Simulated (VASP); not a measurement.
Input of a VASP 6.6.1 run:

File INCAR:

```
SYSTEM = InReSe4
PREC = Accurate ; ENCUT = 520
EDIFF = 1E-6 ; ISMEAR = 0
SIGMA = 0.1 ; LREAL = .FALSE.
LASPH = .TRUE. ; NELM = 150
ALGO = Normal ; ISIF = 2
LWAVE = .FALSE. ; LCHARG = .FALSE.
ISPIN = 2 ; MAGMOM = 0 1 0 0 0 0
LORBIT = 11 ; LMAXMIX = 4
GGA = PE ; NBANDS = 35
```

The input KPOINTS:

```
Automatic mesh
0
G
  4 4 4
  0 0 0
```

Contents of POSCAR:

```
InReSe4
1.0
    0.0000000000      4.1790446400      4.1790446400
    4.1790446400      0.0000000000      4.1790446400
    4.1790446400      4.1790446400      0.0000000000
In Re Se
1 1 4
Direct
    0.0000000000      0.0000000000      0.0000000000
    0.7500000000      0.7500000000      0.7500000000
    0.8735502700      0.3754832400      0.3754832400
    0.3754832400      0.3754832400      0.3754832400
    0.3754832400      0.8735502700      0.3754832400
    0.3754832400      0.3754832400      0.8735502700
```

Potentials or basis: VASP PAW PBE potentials, release 64 (In_d, Re, Se).

Command:

```bash
$ cat potpaw_PBE.64/In_d/POTCAR potpaw_PBE.64/Re/POTCAR potpaw_PBE.64/Se/POTCAR > POTCAR
$ mpirun -np 1 vasp_std > vasp.out
```

Problem. Estimate the pressure.

Solution. -1.5 GPa.

Problem. Estimate the site moments.

Solution. In +0.05; Re +3.92; Se -0.01 μB.

Problem. What does it give for the largest force?

Solution. 0.155 eV/Å.

Forces in eV/Å, atoms in the order of the input:
```
In   0.000  0.000  0.000
Re   0.000  0.000  0.000
Se   0.089 -0.089 -0.089
Se   0.089  0.089  0.089
Se  -0.089  0.089 -0.089
Se  -0.089 -0.089  0.089
```
